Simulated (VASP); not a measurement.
# Lu3Sc2O (I4/mmm) in VASP: notebook

The runs below take Lu3Sc2O through single point, with PBE.

Program: VASP 6.6.1. These are calculated values, not measurements. Logs are shortened: lines on timing, memory, paths and dates and some standing lists are left out, and cuts for length are marked.

## Step 1: The cell of the first run

Symmetry: I4/mmm, No. 139, tetragonal system. Conventional cell: a = 6.133 Å, b = 6.133 Å, c = 7.455 Å, α = 90.00°, β = 90.00°, γ = 90.00°. Lu (site symmetry mmm) has 4 Lu at 3.07 to 3.73 Å and 2 O at 3.07 Å and 8 Sc at 3.42 to 3.78 Å within 4.0 Å. Lu (site symmetry 4/mmm) has 2 Sc at 2.21 Å within 2.9 Å. Sc (site symmetry 4mm) has 1 O at 1.52 Å within 2.0 Å. Within 2.0 Å of O (site symmetry 4/mmm) lie 2 Sc at 1.52 Å.

## Step 2: Single point, PBE

Contents of INCAR:

```
SYSTEM = Lu3Sc2O
PREC = Accurate
ENCUT = 520
EDIFF = 1E-7
ISMEAR = 0
SIGMA = 0.1
LREAL = .FALSE.
LASPH = .TRUE.
NELM = 100
ALGO = Normal
ISIF = 2
LWAVE = .FALSE.
LCHARG = .FALSE.
GGA = PE
NBANDS = 60
```

Contents of KPOINTS:

```
Automatic mesh
0
G
  4 4 4
  0 0 0
```

Contents of POSCAR:

```
Lu3Sc2O
1.0
   -3.0663275700      3.0663275700      3.7273638100
    3.0663275700     -3.0663275700      3.7273638100
    3.0663275700      3.0663275700     -3.7273638100
Lu Sc O
3 2 1
Direct
    0.5000000000      0.0000000000      0.5000000000
    0.0000000000      0.5000000000      0.5000000000
    0.0000000000      0.0000000000      0.0000000000
    0.7037805200      0.7037805200      0.0000000000
    0.2962194800      0.2962194800      0.0000000000
    0.5000000000      0.5000000000      0.0000000000
```

Potentials or basis: VASP PAW PBE potentials, release 64 (Lu, Sc_sv, O).

Run with:

```sh
cat potpaw_PBE.64/Lu/POTCAR potpaw_PBE.64/Sc_sv/POTCAR potpaw_PBE.64/O/POTCAR > POTCAR
mpirun -np 1 vasp_std > vasp.out
```

OUTCAR:

```text
SYSTEM = Lu3Sc2O
   PREC = Accurate
   ENCUT = 520
   EDIFF = 1E-7
   ISMEAR = 0
   LREAL = .FALSE.
   LASPH = .TRUE.
   NELM = 100
   ISIF = 2
   GGA = PE

 ion  position               nearest neighbor table
   1  0.500  0.000  0.500-   3 3.07   3 3.07   4 3.42   5 3.42   5 3.42   4 3.42   2 3.73   2 3.73

   2  0.000  0.500  0.500-   3 3.07   3 3.07   4 3.42   5 3.42   4 3.42   5 3.42   1 3.73   1 3.73

   3  0.000  0.000  0.000-   4 2.21   5 2.21   1 3.07   2 3.07   2 3.07   1 3.07
   4  0.704  0.704  0.000-   6 1.52   3 2.21   5 3.04   2 3.42   1 3.42   1 3.42   2 3.42
   5  0.296  0.296  0.000-   6 1.52   3 2.21   4 3.04   1 3.42   2 3.42   1 3.42   2 3.42
   6  0.500  0.500  0.000-   4 1.52   5 1.52

  LATTYP: Found a body centered tetragonal cell.
 ALAT       =     6.1326551400
 C/A-ratio  =     1.2155791333

  Lattice vectors:

 A1 = (  -3.0663275700,   3.0663275700,   3.7273638100)
 A2 = (   3.0663275700,  -3.0663275700,   3.7273638100)
 A3 = (   3.0663275700,   3.0663275700,  -3.7273638100)

Analysis of symmetry for initial positions (statically):
=====================================================================
 Subroutine PRICEL returns:
 Original cell was already a primitive cell.

 Routine SETGRP: Setting up the symmetry group for a
 body centered tetragonal supercell.

 Subroutine GETGRP returns: Found 16 space group operations
 (whereof 16 operations were pure point group operations)
 out of a pool of 16 trial point group operations.

The static configuration has the point symmetry D_4h.

Analysis of symmetry for dynamics (positions and initial velocities):
=====================================================================
 Subroutine PRICEL returns:
 Original cell was already a primitive cell.

 Routine SETGRP: Setting up the symmetry group for a
 body centered tetragonal supercell.

 Subroutine GETGRP returns: Found 16 space group operations
 (whereof 16 operations were pure point group operations)
 out of a pool of 16 trial point group operations.

The dynamic configuration has the point symmetry D_4h.

 Subroutine INISYM returns: Found 16 space group operations
 (whereof 16 operations are pure point group operations),
 and found     1 'primitive' translations

----------------------------------------------------------------------------------------

                                     Primitive cell

  volume of cell :     140.1841

  direct lattice vectors                    reciprocal lattice vectors
    -3.066327570  3.066327570  3.727363810     0.000000000  0.163061509  0.134143063
     3.066327570 -3.066327570  3.727363810     0.163061509  0.000000000  0.134143063
     3.066327570  3.066327570 -3.727363810     0.163061509  0.163061509  0.000000000

  length of vectors
     5.718213926  5.718213926  5.718213926     0.211147856  0.211147856  0.230603797

  position of ions in fractional coordinates (direct lattice)
     0.500000000  0.000000000  0.500000000
     0.000000000  0.500000000  0.500000000
     0.000000000  0.000000000  0.000000000
     0.703780520  0.703780520  0.000000000
     0.296219480  0.296219480  0.000000000
     0.500000000  0.500000000  0.000000000

  ion indices of the primitive-cell ions
   primitive index   ion index
                 1           1
                 2           2
                 3           3
                 4           4
                 5           5
                 6           6

----------------------------------------------------------------------------------------

 KPOINTS: Automatic mesh

Automatic generation of k-mesh.
 Grid dimensions read from file:
 generate k-points for:    4    4    4

 Generating k-lattice:

  Cartesian coordinates                     Fractional coordinates (reciprocal lattice)
     0.000000000  0.040765377  0.033535766     0.250000000  0.000000000 -0.000000000
     0.040765377  0.000000000  0.033535766     0.000000000  0.250000000 -0.000000000
     0.040765377  0.040765377  0.000000000     0.000000000  0.000000000  0.250000000

  Length of vectors
     0.052786964  0.052786964  0.057650949

  Shift w.r.t. Gamma in fractional coordinates (k-lattice)
     0.000000000  0.000000000  0.000000000

 Subroutine IBZKPT returns following result:
 ===========================================

 Found     13 irreducible k-points:

 Following reciprocal coordinates:
            Coordinates               Weight
  0.000000  0.000000  0.000000      1.000000
  0.250000  0.000000  0.000000      8.000000
  0.500000  0.000000  0.000000      4.000000
  0.250000  0.250000  0.000000      8.000000
  0.500000  0.250000  0.000000     16.000000
 -0.250000  0.250000  0.000000      4.000000
  0.500000  0.500000  0.000000      2.000000
  0.250000  0.250000  0.250000      2.000000
 -0.250000  0.250000  0.250000      4.000000
  0.500000  0.500000  0.250000      4.000000
 -0.250000  0.500000  0.250000      8.000000
 -0.250000 -0.250000  0.250000      2.000000
  0.500000  0.500000  0.500000      1.000000
   k-points           NKPTS =     13   k-points in BZ     NKDIM =     13   number of bands    NBANDS=     60
   number of dos      NEDOS =    301   number of ions     NIONS =      6
   total plane-waves  NPLWV = 110592
   dimension x,y,z NGX =    48 NGY =   48 NGZ =   48
   dimension x,y,z NGXF=    96 NGYF=   96 NGZF=   96
   ions per type =               3   2   1
   NGX,Y,Z   is equivalent  to a cutoff of  13.96, 13.96, 13.96 a.u.
   NGXF,Y,Z  is equivalent  to a cutoff of  27.91, 27.91, 27.91 a.u.
 SYSTEM =  Lu3Sc2O
   PREC   = accura    normal or accurate (medium, high low for compatibility)
   ISTART =      0    job   : 0-new  1-cont  2-samecut
   ICHARG =      2    charge: 1-file 2-atom 10-const
   ISPIN  =      1    spin polarized calculation?
   LNONCOLLINEAR =      F non collinear calculations
   LSORBIT =      F    spin-orbit coupling
   LASPH  =      T    aspherical Exc in radial PAW
   ENCUT  =  520.0 eV  38.22 Ry    6.18 a.u.  10.63 10.63 10.63*2*pi/ulx,y,z
   NELM   =    100;   NELMIN=  2; NELMDL= -5     # of ELM steps
   EDIFF  = 0.1E-06   stopping-criterion for ELM
   LREAL  =      F    real-space projection
   EDIFFG = 0.1E-05   stopping-criterion for IOM
   NSW    =      0    number of steps for IOM
   IBRION =     -1    ionic relax: 0-MD 1-quasi-New 2-CG
   NFREE  =      0    steps in history (QN), initial steepest desc. (CG)
   ISIF   =      2    stress and relaxation
   ISYM   =      2    0-nonsym 1-usesym 2-fastsym
   POTIM  = 0.5000    time-step for ionic-motion
   TEBEG  =    0.0;   TEEND  =   0.0 temperature during run
   PSTRESS=    0.0 pullay stress
   NELECT =     103.0000    total number of electrons
   NUPDOWN=      -1.0000    fix difference up-down
   EMIN   =  10.00;   EMAX   =-10.00  energy-range for DOS
   EFERMI =   0.00;   METHOD = LEGACY
   ISMEAR =     0;   SIGMA  =   0.10  broadening in eV -4-tet -1-fermi 0-gaus
   EFERMI_NEDOS =   21; number of points for ismear=-14 and -15
   IALGO  =     38    algorithm
   IMIX   =      4    mixing-type and parameters
     AMIX     =   0.40;   BMIX     =  1.00
     AMIX_MAG =   1.60;   BMIX_MAG =  1.00
  volume/ion in A,a.u.               =      23.36       157.67
  Fermi-wavevector in a.u.,A,eV,Ry     =   1.477251  2.791600 29.691591  2.182270
  Thomas-Fermi vector in A             =   2.591678
   LORBIT       =      0    0 simple, 1 ext, 2 COOP (PROOUT), +10 PAW based schemes
   GGA     = PE    functional components
   LHFCALC =     F    Hartree Fock is set to
   AEXX    =    0.0000 exact exchange contribution
   IVDW    =     0    specifies the selected vdW correction
   LEPSILON=     F    determine dielectric tensor
   LRPA    =     F    only Hartree local field effects (RPA)
 non-spin polarized calculation
 Gauss-broadening in eV      SIGMA  =   0.10
  energy-cutoff  :      520.00
  volume of cell :      140.18
 maximum number of plane-waves:      3790
 NGX is ok and might be reduce to    48
   NGX = 21   NGY = 21   NGZ = 21

 number of electron     102.9999986 magnetization

 Free energy of the ion-electron system (eV)
  ---------------------------------------------------
  ext. energy  EPLUGINS =         0.00000000
  ---------------------------------------------------
  free energy    TOTEN  =       -23.89946196 eV

  energy without entropy =      -23.87573222  energy(sigma->0) =      -23.88759709

 E-fermi :   3.1340     XC(G=0): -10.3479

 val. band max:        3.1213559753   @ k =  -0.2500   0.2500   0.0000
 cond. band min:       3.1838473862   @ k =   0.5000   0.0000   0.0000
 fundamental gap:      0.0624914109
 Fermi energy:         3.1340012332

 k-point     1 :       0.0000    0.0000    0.0000
  band No.  band energies     occupation
      1     -53.8481      2.00000
      2     -53.8433      2.00000
      3     -52.9362      2.00000
      4     -46.2783      2.00000
      5     -46.2385      2.00000
      6     -27.9476      2.00000
[... 52 lines left out ...]
     59       5.6195      0.00000
     60       5.8709      0.00000

 k-point     2 :       0.2500    0.0000    0.0000
  band No.  band energies     occupation
      1     -53.8472      2.00000
      2     -53.8438      2.00000
      3     -52.9365      2.00000
      4     -46.3059      2.00000
      5     -46.2106      2.00000
      6     -28.3435      2.00000
[... 52 lines left out ...]
     59       5.6261      0.00000
     60       5.6786      0.00000

 k-point     3 :       0.5000    0.0000    0.0000
  band No.  band energies     occupation
      1     -53.8456      2.00000
      2     -53.8451      2.00000
      3     -52.9367      2.00000
      4     -46.3224      2.00000
      5     -46.1937      2.00000
      6     -28.5433      2.00000
[... 52 lines left out ...]
     59       5.2254      0.00000
     60       5.7222      0.00000

 k-point     4 :       0.2500    0.2500    0.0000
  band No.  band energies     occupation
      1     -53.8458      2.00000
      2     -53.8450      2.00000
      3     -52.9367      2.00000
      4     -46.3224      2.00000
      5     -46.1937      2.00000
      6     -28.5433      2.00000
[... 52 lines left out ...]
     59       5.0584      0.00000
     60       5.4305      0.00000

 k-point     5 :       0.5000    0.2500    0.0000
  band No.  band energies     occupation
      1     -53.8464      2.00000
      2     -53.8441      2.00000
      3     -52.9371      2.00000
      4     -46.3058      2.00000
      5     -46.2107      2.00000
      6     -28.3447      2.00000
[... 52 lines left out ...]
     59       5.1819      0.00000
     60       5.5995      0.00000

 k-point     6 :      -0.2500    0.2500    0.0000
  band No.  band energies     occupation
      1     -53.8474      2.00000
      2     -53.8434      2.00000
      3     -52.9368      2.00000
      4     -46.2782      2.00000
      5     -46.2387      2.00000
      6     -27.9496      2.00000
[... 52 lines left out ...]
     59       5.5679      0.00000
     60       5.7254      0.00000

 k-point     7 :       0.5000    0.5000    0.0000
  band No.  band energies     occupation
      1     -53.8467      2.00000
      2     -53.8436      2.00000
      3     -52.9374      2.00000
      4     -46.2781      2.00000
      5     -46.2389      2.00000
      6     -27.9517      2.00000
[... 52 lines left out ...]
     59       5.3841      0.00000
     60       5.5689      0.00000

 k-point     8 :       0.2500    0.2500    0.2500
  band No.  band energies     occupation
      1     -53.8451      2.00000
      2     -53.8451      2.00000
      3     -52.9373      2.00000
      4     -46.3224      2.00000
      5     -46.1937      2.00000
      6     -28.5443      2.00000
[... 52 lines left out ...]
     59       5.0690      0.00000
     60       5.2087      0.00000

 k-point     9 :      -0.2500    0.2500    0.2500
  band No.  band energies     occupation
      1     -53.8470      2.00000
      2     -53.8438      2.00000
      3     -52.9368      2.00000
      4     -46.2780      2.00000
      5     -46.2389      2.00000
      6     -27.9498      2.00000
[... 52 lines left out ...]
     59       5.2988      0.00000
     60       5.6195      0.00000

 k-point    10 :       0.5000    0.5000    0.2500
  band No.  band energies     occupation
      1     -53.8465      2.00000
      2     -53.8442      2.00000
      3     -52.9368      2.00000
      4     -46.2779      2.00000
      5     -46.2390      2.00000
      6     -27.9500      2.00000
[... 52 lines left out ...]
     59       5.3116      0.00000
     60       5.3452      0.00000

 k-point    11 :      -0.2500    0.5000    0.2500
  band No.  band energies     occupation
      1     -53.8460      2.00000
      2     -53.8450      2.00000
      3     -52.9365      2.00000
      4     -46.3058      2.00000
      5     -46.2107      2.00000
      6     -28.3435      2.00000
[... 52 lines left out ...]
     59       5.2527      0.00000
     60       5.4997      0.00000

 k-point    12 :      -0.2500   -0.2500    0.2500
  band No.  band energies     occupation
      1     -53.8465      2.00000
      2     -53.8448      2.00000
      3     -52.9361      2.00000
      4     -46.3224      2.00000
      5     -46.1937      2.00000
      6     -28.5422      2.00000
[... 52 lines left out ...]
     59       5.4851      0.00000
     60       5.5994      0.00000

 k-point    13 :       0.5000    0.5000    0.5000
  band No.  band energies     occupation
      1     -53.8464      2.00000
      2     -53.8449      2.00000
      3     -52.9362      2.00000
      4     -46.2777      2.00000
      5     -46.2391      2.00000
      6     -27.9482      2.00000
[... 52 lines left out ...]
     59       4.8733      0.00000
     60       5.3533      0.00000

------------------------ aborting loop because EDIFF is reached ----------------------------------------

  FORCE on cell =-STRESS in cart. coord.  units (eV):
  Direction    XX          YY          ZZ          XY          YZ          ZX
  --------------------------------------------------------------------------------------
  -------------------------------------------------------------------------------------
  Total       -0.3982418     -0.3982418     77.2622298      0.0000000     -0.0000000      0.0000000
  in kB       -4.5515417     -4.5515417    883.0370969      0.0000000     -0.0000000      0.0000000
  external PRESSURE =     291.3113378 kB  Pullay stress =       0.0000000 kB

 VOLUME and BASIS-vectors are now :
 -----------------------------------------------------------------------------
  energy-cutoff  :      520.00
  volume of cell :      140.18
      direct lattice vectors                 reciprocal lattice vectors
    -3.066327570  3.066327570  3.727363810     0.000000000  0.163061509  0.134143063
     3.066327570 -3.066327570  3.727363810     0.163061509  0.000000000  0.134143063
     3.066327570  3.066327570 -3.727363810     0.163061509  0.163061509  0.000000000

 POSITION                                       TOTAL-FORCE (eV/Angst)
 -----------------------------------------------------------------------------------
      0.00000      3.06633      0.00000        -0.000000     -0.000000     -0.000000
      3.06633      0.00000      0.00000        -0.000000     -0.000000     -0.000000
      0.00000      0.00000      0.00000        -0.000000     -0.000000     -0.000000
      0.00000      0.00000      5.24649        -0.000000     -0.000000     14.402339
      0.00000      0.00000      2.20824         0.000000      0.000000    -14.402339
      0.00000      0.00000      3.72736        -0.000000     -0.000000     -0.000000
 -----------------------------------------------------------------------------------
    total drift:                                0.000000      0.000000      0.000000

  FREE ENERGIE OF THE ION-ELECTRON SYSTEM (eV)
  ---------------------------------------------------
  free  energy   TOTEN  =       -23.8994619627 eV

  energy  without entropy=      -23.8757322198  energy(sigma->0) =      -23.88759709
```

Run time: 3.8 min. Hardware: 1 thread of AMD EPYC 7R43 (Zen 3), shared host; peak memory 0.34 GiB.

Results:

```yaml
Free_energy: -23.8995 eV
Pressure: 29.1 GPa
Largest_force: 14.402 eV/Å
```

Forces on the atoms (eV/Å):
```
Lu    0.000   0.000   0.000
Lu    0.000   0.000   0.000
Lu    0.000   0.000   0.000
Sc    0.000   0.000  14.402
Sc    0.000   0.000 -14.402
O     0.000   0.000   0.000
```

Stress tensor (GPa, compression positive):
```
-0.46  0.00  0.00
 0.00 -0.46  0.00
 0.00  0.00 88.30
```

Caveat: the k points lie up to 0.36 Å⁻¹ apart; spin-orbit coupling is left out, which moves the levels of the heavy elements; an odd number of electrons without spin polarisation forces a metal; a magnetic or distorted state may lie lower.

## Step 3: Single point, PBE

This run uses another cell than the first one, of 25.27 Å³/atom, 1.082 times its volume.

Contents of INCAR:

```
SYSTEM = Lu3Sc2O
ALGO     = Normal         ! electronic algorithm
EDIFF    = 1E-7           ! SCF threshold, eV
ENCUT    = 520            ! plane-wave cutoff, eV
GGA      = PE             ! functional
ISIF     = 2              ! what is computed and relaxed
ISMEAR   = 0              ! smearing method
LASPH    = .True.         ! aspherical terms in the spheres
LCHARG   = .True.         ! write CHGCAR
LELF     = .True.         ! ELF
LREAL    = .False.        ! projectors in reciprocal space
LVHAR    = .True.       
LWAVE    = .False.        ! write WAVECAR
NBANDS   = 60             ! bands
NELM     = 60             ! most SCF steps
PREC     = Accurate       ! precision mode
SIGMA    = 0.1            ! smearing width, eV
```

Contents of KPOINTS:

```
k-points
0
Gamma
  4 4 4
  0 0 0
```

Contents of POSCAR:

```
Lu3Sc2O
1.0
   -2.7844655024      2.7844655024      4.8896557322
    2.7844655024     -2.7844655024      4.8896557322
    2.7844655024      2.7844655024     -4.8896557322
Lu Sc O
3 2 1
Direct
    0.5000000000      0.0000000000      0.5000000000
    0.0000000000      0.5000000000      0.5000000000
    0.0000000000      0.0000000000      0.0000000000
    0.7063268151      0.7063268151      0.0000000000
    0.2936731849      0.2936731849      0.0000000000
    0.5000000000      0.5000000000      0.0000000000
```

Potentials or basis: VASP PAW PBE potentials, release 64 (Lu, Sc_sv, O).

Run with:

```sh
cat potpaw_PBE.64/Lu/POTCAR potpaw_PBE.64/Sc_sv/POTCAR potpaw_PBE.64/O/POTCAR > POTCAR
mpirun -np 1 vasp_std > vasp.out
```

It took 4.5 min on 1 thread of AMD EPYC 7R43 (Zen 3), shared host; peak memory 0.34 GiB.

It converged, with:

- Free energy: -32.0339 eV
- Pressure: 0.2 GPa
- Largest force: 0.057 eV/Å

Forces in eV/Å, atoms in the order of the input:
```
Lu   0.000  0.000  0.000
Lu   0.000  0.000  0.000
Lu   0.000  0.000  0.000
Sc   0.000  0.000  0.057
Sc   0.000  0.000 -0.057
O    0.000  0.000  0.000
```

Stress tensor (GPa, compression positive):
```
0.12 0.00 0.00
0.00 0.12 0.00
0.00 0.00 0.33
```

Levels at points of the mesh, in eV from the Fermi level:
```csv
k point,band 49,band 50,band 51,band 52,band 53,band 54,band 55,band 56
"(0.00, 0.00, 0.00)",-1.26,-1.07,-0.75,-0.12,0.23,0.72,0.72,1.01
"(0.50, 0.00, 0.00)",-1.10,-0.33,-0.26,-0.07,0.20,0.37,0.44,0.77
"(0.50, 0.50, 0.00)",-0.99,-0.34,-0.28,-0.24,0.41,0.68,1.18,1.24
"(0.50, 0.50, 0.50)",-1.52,-1.17,-1.17,-0.20,0.09,0.48,0.74,0.74
```

Caveat: the k points lie up to 0.40 Å⁻¹ apart; spin-orbit coupling is left out, which moves the levels of the heavy elements; an odd number of electrons without spin polarisation forces a metal; a magnetic or distorted state may lie lower.
